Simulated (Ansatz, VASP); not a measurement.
## S3O: VASP beside Ansatz

```xyz
8
Lattice="0.0000 4.1637 4.1637 4.1637 0.0000 4.1637 4.1637 4.1637 0.0000" Properties=species:S:1:pos:R:3 pbc="T T T"
S     2.0819    4.1637    4.1637
S     6.2454    4.1637    4.1637
S     4.1637    2.0819    4.1637
S     4.1637    6.2454    4.1637
S     4.1637    4.1637    2.0819
S     4.1637    4.1637    6.2454
O     4.1637    4.1637    4.1637
O     0.0000    0.0000    0.0000
```

Alike in both runs: functional PBE; dispersion D3(BJ); k mesh 4 × 4 × 4; occupations gaussian, width 0.1 eV; no spin polarisation.

Ansatz relaxed the structure, and its values are those at the end. VASP's run is a single point on that final structure, the one shown.

```csv
,VASP,Ansatz
version,VASP 6.6.1,Ansatz 0.2.0
potentials or method,"VASP PAW PBE potentials, release 64 (S, O), cutoff 520 eV","scalar-relativistic, plane waves, PAW"
valence electrons in the cell,48,48
```

Ansatz gave:

```
gap on the k mesh at the Fermi level (eV) : none
pressure (GPa)                            : -0.2
```

Question: What did VASP give for the same quantities?

Answer: gap on the k mesh at the Fermi level (eV): none; pressure (GPa): -0.4.

A gap of «none» marks a metal or a gap that the smearing closes.
